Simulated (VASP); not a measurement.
Input of a VASP 6.6.1 run:

File INCAR:

```
ALGO = Normal
EDIFF = 1E-6
ENCUT = 520
GGA = PE
ISIF = 2
ISMEAR = -1
LASPH = T
LCHARG = T
LELF = T
LREAL = Auto
LVHAR = T
LWAVE = F
NBANDS = 94
NELM = 60
PREC = Accurate
SIGMA = 0.1
```

KPOINTS

```
k-points
0
Gamma
  2 2 1
```

POSCAR

```
Pd
1.0
    7.7800000000      0.0000000000      0.0000000000
    0.0000000000      5.5012910000      0.0000000000
    0.0000000000      0.0000000000     16.1259680000
Pd
16
Direct
    0.2500000000      0.2499958646      0.0620117812
    0.7500000000      0.2499958646      0.0620117812
    0.2500000000      0.7500057714      0.0620117812
    0.7500000000      0.7500057714      0.0620117812
   -0.0155141388     -0.0419901438      0.1468563003
    0.4895629820     -0.0779816956      0.1462485849
   -0.0487532134      0.4522211241      0.1756669739
    0.4879177378      0.4448410382      0.1479849148
    0.2303856041      0.1748862222      0.2262871909
    0.7345886889      0.1661973526      0.2470983447
    0.2267994859      0.6814582250      0.2493989818
    0.6864652956      0.6176550195      0.2573798981
    0.0266580977     -0.0639304483      0.3272485720
    0.4505012853     -0.1110830167      0.3301011139
   -0.0278406170      0.4739614756      0.3293321678
    0.4498971722      0.3525536097      0.3366123510
```

Potentials or basis: VASP PAW PBE potentials, release 64 (Pd).

Run with:

```bash
$ cat potpaw_PBE.64/Pd/POTCAR > POTCAR
$ mpirun -np 1 vasp_std > vasp.out
```

Task: What does it give for the largest force?

Result: 2.614 eV/Å.

Task: Predict the band gap on the k mesh.

Result: Zero (bands 80 and 81 overlap by 0.20 eV).

Forces in eV/Å, atoms in the order of the input:
```
Pd  -0.762 -0.286 -0.063
Pd  -0.167 -0.286  0.247
Pd  -0.906 -0.571  0.033
Pd  -0.263 -0.548  0.172
Pd   0.071 -0.258  0.270
Pd   0.671  1.324  0.888
Pd   1.136  0.535 -2.096
Pd  -0.026 -0.422  0.050
Pd   0.380  0.464  0.202
Pd  -0.701 -1.963  0.269
Pd   0.649 -1.429 -2.091
Pd   0.367  2.317  0.179
Pd  -1.473  1.459  0.644
Pd   0.770  0.044  0.380
Pd   0.285 -1.197  1.208
Pd  -0.030  0.818 -0.293
```

Caveat: the k points lie up to 0.57 Å⁻¹ apart; there is no dipole correction, which matters where the two faces differ.
